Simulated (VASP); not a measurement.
Set up this calculation in VASP 6.6.1, as the native input.

```yaml
Task: single point
Functional: PBE
Potentials_or_basis: VASP PAW PBE potentials, release 64 (Zn)
Cutoff: 520 eV
k_mesh: 16 × 16 × 9
Occupations: fermi-dirac, width 0.1 eV
Spin: no spin polarisation
Dipole_correction: no
Further_INCAR_settings: ALGO = Normal; EDIFF = 1e-06; NBANDS = 19
```

The structure of Zn lies in POSCAR:

```
Zn
1.0
    2.6686296908      0.0000000000      0.0000000000
   -1.3343148454      2.3111011055      0.0000000000
    0.0000000000      0.0000000000      4.9352405036
Zn
2
Direct
    0.3333333333      0.6666666667      0.2500000000
    0.6666666667      0.3333333333      0.7500000000
```

One way to write it, as run:

INCAR

```
PREC = Accurate
ENCUT = 520
EDIFF = 1E-6
ISMEAR = -1
SIGMA = 0.1
LREAL = F
LASPH = T
NELM = 60
ALGO = Normal
ISIF = 2
LWAVE = F
LCHARG = F
GGA = PE
NBANDS = 19
```

KPOINTS

```
Automatic mesh
0
Gamma
  16 16 9
```

Potentials or basis: VASP PAW PBE potentials, release 64 (Zn).

The run is started by

```bash
$ cat potpaw_PBE.64/Zn/POTCAR > POTCAR
$ mpirun -np 1 vasp_std > vasp.out
```

It gave:

```
Pressure               : -0.2 GPa
Band gap on the k mesh : zero (band 12 reaches 4.41 eV, above the bottom of band 13 at 0.11 eV)
```

Run time: 34 s on 1 thread of AMD EPYC 9R45 96-Core Processor (Zen 5), with other jobs on the host, peak memory 0.16 GiB.
